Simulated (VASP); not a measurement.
Here is a VASP 6.6.1 calculation.

The input INCAR:

```
ALGO = Fast ; EDIFF = 1E-6
ENCUT = 520 ; GGA = PS
ISIF = 2 ; ISMEAR = 0
LASPH = T ; LCHARG = F
LREAL = F ; LWAVE = F
NBANDS = 16 ; NELM = 60
PREC = Accurate ; SIGMA = 0.15
```

KPOINTS

```
k-points
0
Gamma
  18 18 12
```

The input POSCAR:

```
Ir
1.0
    2.7926485630      0.0000000000      0.0000000000
   -1.3963242815      2.4185045994      0.0000000000
    0.0000000000      0.0000000000      4.4622900000
Ir
2
Direct
    0.6666666667      0.3333333333      0.7500000000
    0.3333333333      0.6666666667      0.2500000000
```

Potentials or basis: VASP PAW PBE potentials, release 64 (Ir).

Command:

```bash
$ cat potpaw_PBE.64/Ir/POTCAR > POTCAR
$ mpirun -np 1 vasp_std > vasp.out
```

(1) Predict the pressure.

(2) Estimate the band gap on the k mesh.

## Answers

(1) -20.5 GPa.

(2) zero (band 9 reaches 10.22 eV, above the bottom of band 10 at 7.15 eV).

Caveat: the cell differs from its parent crystal (strain +0.015 along x and y, +0.000 along z); the PAW data sets were made with another functional, which shifts forces and pressure a little; spin-orbit coupling is left out, which moves the levels of the heavy elements.
